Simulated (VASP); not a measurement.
Here is a VASP 6.6.1 calculation.

File POSCAR:

```
SrCl2
1.0
    0.0000000000      3.4976509425      3.4976509425
    3.4976509425      0.0000000000      3.4976509425
    3.4976509425      3.4976509425      0.0000000000
Sr Cl
1 2
Direct
    0.0000000000      0.0000000000      0.0000000000
    0.2500000000      0.2500000000      0.2500000000
    0.7500000000      0.7500000000      0.7500000000
```

The input INCAR.step1:

```
PREC     = Accurate       # precision mode
ENCUT    = 520            # plane-wave cutoff, eV
ISMEAR   = 0              # smearing method
SIGMA    = 0.01           # smearing width, eV
LREAL    = F              # projectors in reciprocal space
LASPH    = T              # aspherical terms in the spheres
NELM     = 60             # most SCF steps
NBANDS   = 19             # bands
GGA      = PE             # functional
ALGO     = Normal         # electronic algorithm
EDIFF    = 1E-4           # SCF threshold, eV
LWAVE    = T              # write WAVECAR
LCHARG   = F              # write CHGCAR
```

Contents of INCAR.step2:

```
PREC     = Accurate       # precision mode
ENCUT    = 520            # plane-wave cutoff, eV
EDIFF    = 1E-6           # SCF threshold, eV
ISMEAR   = 0              # smearing method
SIGMA    = 0.01           # smearing width, eV
LREAL    = F              # projectors in reciprocal space
LASPH    = T              # aspherical terms in the spheres
NELM     = 60             # most SCF steps
ALGO     = Normal         # electronic algorithm
ISIF     = 2              # what is computed and relaxed
LWAVE    = F              # write WAVECAR
LCHARG   = F              # write CHGCAR
METAGGA  = R2SCAN         # meta-GGA
LMIXTAU  = T            
NBANDS   = 19             # bands
ISTART   = 1
```

The input KPOINTS:

```
regular mesh
0
Gamma
  6 6 6
```

Potentials or basis: VASP PAW PBE potentials, release 64 (Sr_sv, Cl).

Launch:

```sh
$ cat potpaw_PBE.64/Sr_sv/POTCAR potpaw_PBE.64/Cl/POTCAR > POTCAR
$ cp INCAR.step1 INCAR
$ mpirun -np 1 vasp_std > vasp.out
$ cp INCAR.step2 INCAR
$ mpirun -np 1 vasp_std > vasp.out
```

(1) Estimate the band gap on the k mesh.

(2) Predict the pressure.

Answers

(1) 5.94 eV (least direct gap 5.99 eV).

(2) 0.0 GPa.

Caveat: the PAW data sets were made with another functional, which shifts forces and pressure a little.
